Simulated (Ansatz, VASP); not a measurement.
**SnO2: VASP beside Ansatz**

File POSCAR:

```
SnO2
1.0
    4.9026126555      0.0000000000      0.0000000000
    0.0000000000      4.9028593417      0.0000000000
    0.0000000000      0.0000000000      3.1046894355
Sn O
2 4
Direct
    0.5000000000      0.5000000000      0.5000000000
    0.0000000000      0.0000000000      0.0000000000
    0.3058623571      0.3059582263      0.0000000000
    0.8058623571      0.1940417737      0.5000000000
    0.1941376429      0.8059582263      0.5000000000
    0.6941376429      0.6940417737      0.0000000000
```

File INCAR.step1:

```
  PREC = Accurate
  ENCUT = 520
  ISMEAR = 0
  SIGMA = 0.05
  LREAL = F
  LASPH = T
  NELM = 80
  NBANDS = 35
  GGA = PE
  ALGO = Normal
  EDIFF = 1E-4
  LWAVE = T
  LCHARG = F
```

The input INCAR.step2:

```
  PREC = Accurate
  ENCUT = 520
  EDIFF = 1E-7
  ISMEAR = 0
  SIGMA = 0.05
  LREAL = F
  LASPH = T
  NELM = 80
  ALGO = Normal
  ISIF = 2
  LWAVE = F
  LCHARG = T
  METAGGA = R2SCAN
  LMIXTAU = T
  LELF = T
  LVHAR = T
  NBANDS = 35
  ISTART = 1
```

KPOINTS

```
Automatic mesh
0
Gamma
  6 6 8
```

Input for Ansatz:

```yaml
crystal:
  lattice:
    - [4.9026126555, 0.0, 0.0]
    - [0.0, 4.9028593417, 0.0]
    - [0.0, 0.0, 3.1046894355]
  atoms:
    - { symbol: Sn, position: [0.5, 0.5, 0.5] }
    - { symbol: Sn, position: [0.0, 0.0, 0.0] }
    - { symbol: O, position: [0.3058623571, 0.3059582263, 0.0] }
    - { symbol: O, position: [0.8058623571, 0.1940417737, 0.5] }
    - { symbol: O, position: [0.1941376429, 0.8059582263, 0.5] }
    - { symbol: O, position: [0.6941376429, 0.6940417737, 0.0] }
basis:
  ecutwfc: 500
kpoints:
  mp_grid: { grid: [6, 6, 8] }
hamiltonian:
  xc: r2scan
scf:
  occupations: { method: gaussian, width: 0.05 }
output:
  forces: true
  stress: true
  eigenvalues: true
```

Change from the starting cell: strain +0.030 along x and y, -0.030 along z, atoms carried along.

Alike in both runs: task single point; functional r2SCAN; k mesh 6 × 6 × 8; occupations gaussian, width 0.05 eV; no spin polarisation.

|  | VASP | Ansatz |
| --- | --- | --- |
| version | VASP 6.6.1 | Ansatz 0.2.0 |
| potentials or method | VASP PAW PBE potentials, release 64 (Sn_d, O), cutoff 520 eV | scalar-relativistic, plane waves, PAW |
| valence electrons in the cell | 52 | 52 |

VASP gave:

```
gap on the k mesh at the Fermi level (eV)                     : 1.67
least direct gap on the mesh (eV)                             : 1.67
pressure (GPa)                                                : -2.0
traceless stress, the component that is largest in VASP (GPa) : 8.86
rms of the force components (eV/Å)                            : 0.022
```

Task: What did Ansatz give for the same quantities?

Result: gap on the k mesh at the Fermi level (eV): 1.65; least direct gap on the mesh (eV): 1.65; pressure (GPa): -3.1; traceless stress, the component that is largest in VASP (GPa): 8.31; rms of the force components (eV/Å): 0.005.

VASP's potentials were made for PBE, not for r2SCAN. Atom by atom the forces differ by 0.028 eV/Å (rms over components).
